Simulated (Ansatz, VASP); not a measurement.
# Sb in VASP and in Ansatz

File INCAR:

```
PREC = Accurate
ENCUT = 520
EDIFF = 1E-7
ISMEAR = -1
SIGMA = 0.08
LREAL = False
LASPH = True
NELM = 60
ALGO = Normal
ISIF = 2
LWAVE = False
LCHARG = True
GGA = PE
LELF = True
LVHAR = True
NBANDS = 12
```

KPOINTS

```
regular mesh
0
Gamma
  15 15 15
```

POSCAR

```
Sb
1.0
   -2.6249834277      2.6249834277      1.3919810041
    2.6249834277     -2.6249834277      1.3919810041
    2.6249834277      2.6249834277     -1.3919810041
Sb
2
Direct
   -0.3750000000     -0.1250000000     -0.2500000000
    0.3750000000      0.1250000000      0.2500000000
```

Input for Ansatz:

```yaml
crystal:
  lattice:
    - [-2.6249834277, 2.6249834277, 1.3919810041]
    - [2.6249834277, -2.6249834277, 1.3919810041]
    - [2.6249834277, 2.6249834277, -1.3919810041]
  atoms:
    - { symbol: Sb, position: [-0.375, -0.125, -0.25] }
    - { symbol: Sb, position: [0.375, 0.125, 0.25] }
kpoints:
  mp_grid: { grid: [15, 15, 15] }
scf:
  occupations: { method: fermi_dirac, width: 0.08 }
hamiltonian:
  xc: pbe
  pseudopotentials: { kind: all_electron, lapw: { basis_error: 0.001 } }
output:
  forces: true
  stress: true
  eigenvalues: true
  populations: true
```

Change from the starting cell: volume scaled by 0.65, LAPW.

Alike in both runs: task single point; functional PBE; k mesh 15 × 15 × 15; occupations fermi-dirac, width 0.08 eV; no spin polarisation.

```csv
,VASP,Ansatz
version,VASP 6.6.1,Ansatz 0.2.0
potentials or method,"VASP PAW PBE potentials, release 64 (Sb), cutoff 520 eV","all-electron LAPW, scalar-relativistic"
```

Ansatz gave:

```
pressure (GPa) : 63.7
```

Task: What did VASP give for the same quantities?

Result: Pressure (GPa): 64.8.

Both programs put the cell under a high pressure, so it lies far from rest at this level. Ansatz ran all-electron here, and VASP with PAW potentials.

Neither program's run includes spin-orbit coupling. Noted on VASP's run: the cell as given lies far from equilibrium.
